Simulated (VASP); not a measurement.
PdC18: single point with PBE

The system is PdC18, a slab with vacuum.

```xyz
19
Lattice="7.3980 0.0000 0.0000 -3.6990 6.4069 0.0000 0.0000 0.0000 13.0000" Properties=species:S:1:pos:R:3 pbc="T T T"
C    -0.0118    0.0326    1.0289
C     1.2085    0.7359    0.9928
C    -1.2467    2.1578    0.9480
C    -0.0228    2.8710    0.9697
C    -2.4716    4.2882    1.0041
C    -1.2575    5.0072    0.9771
C     2.4508    0.0221    0.9849
C     3.6755    0.7353    0.9603
C     1.2151    2.1542    0.9885
C     2.4394    2.8568    1.0340
C    -0.0166    4.2934    0.9669
C     1.1948    5.0143    0.9939
C     4.9154    0.0248    0.9575
C     6.1408    0.7374    0.9712
C     3.6890    2.1543    0.9727
C     4.9108    2.8693    0.9489
C     2.4380    4.2909    1.0939
C     3.6859    5.0112    1.1113
Pd    2.9267    4.3867    3.1453
```

- Program: VASP 6.6.1
- Task: single point
- Functional: PBE
- Potentials or basis: VASP PAW PBE potentials, release 64 (C, Pd)
- Cutoff: 520 eV
- k mesh: 2 × 2 × 1
- Occupations: gaussian, width 0.02 eV
- Spin: no spin polarisation
- Dipole correction: no
- Further INCAR settings: LREAL = Auto; ALGO = Normal; EDIFF = 1e-06; NBANDS = 56

```
Largest force          : 0.112 eV/Å
Band gap on the k mesh : 0.10 eV, direct
```

Forces in eV/Å, atoms in the order of the input:
```
C   -0.009  0.009 -0.003
C    0.017 -0.027 -0.005
C   -0.007  0.014  0.003
C    0.001 -0.018 -0.002
C    0.003  0.018  0.001
C   -0.006 -0.023  0.000
C   -0.009  0.011 -0.004
C   -0.013 -0.026 -0.007
C   -0.001  0.020 -0.007
C   -0.001 -0.027 -0.011
C   -0.013  0.011 -0.004
C    0.003 -0.029 -0.002
C    0.003  0.021  0.001
C   -0.007 -0.024 -0.005
C   -0.002  0.012 -0.011
C    0.003 -0.028 -0.004
C   -0.028  0.015 -0.016
C    0.018 -0.012  0.015
Pd   0.048  0.081  0.061
```

Levels at points of the mesh, in eV from the valence-band top:
| k point | band 38 | band 39 | band 40 | band 41 | band 42 | band 43 | band 44 | band 45 |
| --- | --- | --- | --- | --- | --- | --- | --- | --- |
| (0.00, 0.00, 0.00) | -1.48 | -1.47 | -0.12 | 0.00 | 0.10 | 0.25 | 0.90 | 3.40 |
| (0.50, 0.00, 0.00) | -1.55 | -1.34 | -1.24 | -1.16 | 0.88 | 1.61 | 2.31 | 2.40 |
| (0.00, 0.50, 0.00) | -1.53 | -1.48 | -1.29 | -1.07 | 0.94 | 1.58 | 2.34 | 2.40 |
| (0.50, 0.50, 0.00) | -1.54 | -1.49 | -1.27 | -1.08 | 0.95 | 1.66 | 2.38 | 2.40 |

It took 4.8 min on 1 thread of AMD EPYC 7R43 64-Core Processor (Zen 3), with other jobs on the host, peak memory 0.58 GiB.

Caveat: the k points lie up to 0.49 Å⁻¹ apart.
